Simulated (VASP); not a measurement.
ZnS: single point with LDA

**Experimental background.**

“Electronic, vibrational, and thermodynamic properties of ZnS (zincblende and rocksalt structure)”, 2009, arxiv:0911.5022 quotes, for a bulk crystal of ZnS at 19 K: band gap 3.85 eV (direct).

ZnS:

```
CELL_PARAMETERS angstrom
0.00000 2.64834 2.64834
2.64834 0.00000 2.64834
2.64834 2.64834 0.00000
ATOMIC_POSITIONS crystal
Zn 0.00000 0.00000 0.00000
S 0.75000 0.75000 0.75000
```

* Program: VASP 6.6.1
* Task: single point
* Functional: LDA
* Potentials or basis: VASP PAW LDA potentials, release 64 (Zn, S)
* Cutoff: 520 eV
* k mesh: 10 × 10 × 10
* Occupations: gaussian, width 0.02 eV
* Spin: no spin polarisation

The pressure is 0.2 GPa and the band gap on the k mesh is 2.16 eV.

Levels at points of the mesh, in eV from the valence-band top:
| k point | band 6 | band 7 | band 8 | band 9 | band 10 | band 11 | band 12 | band 13 |
| --- | --- | --- | --- | --- | --- | --- | --- | --- |
| (0.00, 0.00, 0.00) | -6.20 | 0.00 | 0.00 | 0.00 | 2.16 | 6.21 | 6.21 | 6.21 |
| (0.50, 0.00, 0.00) | -5.98 | -5.78 | -0.97 | -0.97 | 3.23 | 6.76 | 6.76 | 8.85 |
| (0.50, 0.50, 0.00) | -5.96 | -4.91 | -2.47 | -2.47 | 3.06 | 3.89 | 11.16 | 12.20 |

Run time: 35 s on 1 thread of Intel Xeon 8259CL (shared host), peak memory 0.15 GiB.

A measured gap of ZnS is 3.85 eV (direct; 19 K; quoted in “Electronic, vibrational, and thermodynamic properties of ZnS (zincblende and rocksalt structure)”, 2009, arxiv:0911.5022); the calculated 2.16 eV misses it by -1.69 eV. The value is that of LDA, without temperature or zero-point motion. Semilocal functionals fall short of measured gaps as a rule.
